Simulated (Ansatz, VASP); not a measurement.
**Two plane-wave programs on GaP**

The input POSCAR:

```
GaP
1.0
    0.0000000000      2.7254102088      2.7254102088
    2.7254102088      0.0000000000      2.7254102088
    2.7254102088      2.7254102088      0.0000000000
Ga P
1 1
Direct
    0.0000000000      0.0000000000      0.0000000000
    0.2500000000      0.2500000000      0.2500000000
```

Contents of INCAR.step1:

```
SYSTEM = GaP
PREC = Accurate
ENCUT = 520
ISMEAR = 1
SIGMA = 0.05
LREAL = .False.
LASPH = .True.
NELM = 80
NBANDS = 16
GGA = PE
ALGO = Normal
EDIFF = 1E-4
LWAVE = .True.
LCHARG = .False.
```

Contents of INCAR.step2:

```
SYSTEM = GaP
PREC = Accurate
ENCUT = 520
EDIFF = 1E-6
ISMEAR = 1
SIGMA = 0.05
LREAL = .False.
LASPH = .True.
NELM = 80
ALGO = Normal
ISIF = 2
LWAVE = .False.
LCHARG = .False.
METAGGA = R2SCAN
LMIXTAU = .True.
NBANDS = 16
ISTART = 1
```

File KPOINTS:

```
Automatic mesh
0
Gamma
  6 6 6
  0 0 0
```

Input for Ansatz:

```yaml
crystal:
  lattice:
    - [0.0, 2.7254102088, 2.7254102088]
    - [2.7254102088, 0.0, 2.7254102088]
    - [2.7254102088, 2.7254102088, 0.0]
  atoms:
    - { symbol: Ga, position: [0.0, 0.0, 0.0] }
    - { symbol: P, position: [0.25, 0.25, 0.25] }
kpoints:
  mp_grid: { grid: [6, 6, 6] }
hamiltonian:
  xc: r2scan
scf:
  occupations: { method: cold, width: 0.05 }
  n_extra_bands: 4
output:
  forces: true
  stress: true
  eigenvalues: true
```

Alike in both runs: task single point; functional r2SCAN; k mesh 6 × 6 × 6; no spin polarisation.

```csv
,VASP,Ansatz
version,VASP 6.6.1,Ansatz 0.2.0
potentials or method,"VASP PAW PBE potentials, release 64 (Ga_d, P)",plane waves
plane-wave cutoff (eV),520,500
occupations,"methfessel-paxton of order 1, width 0.05 eV","cold, width 0.05 eV"
valence electrons in the cell,18,18
```

Ansatz gave:

| Quantity | Value |
| --- | --- |
| gap on the k mesh at the Fermi level (eV) | 1.90 |
| pressure (GPa) | 0.1 |

Q: What did VASP give for the same quantities?

A: gap on the k mesh at the Fermi level (eV): 1.91; pressure (GPa): 0.0.

VASP's potentials were made for PBE, not for r2SCAN.
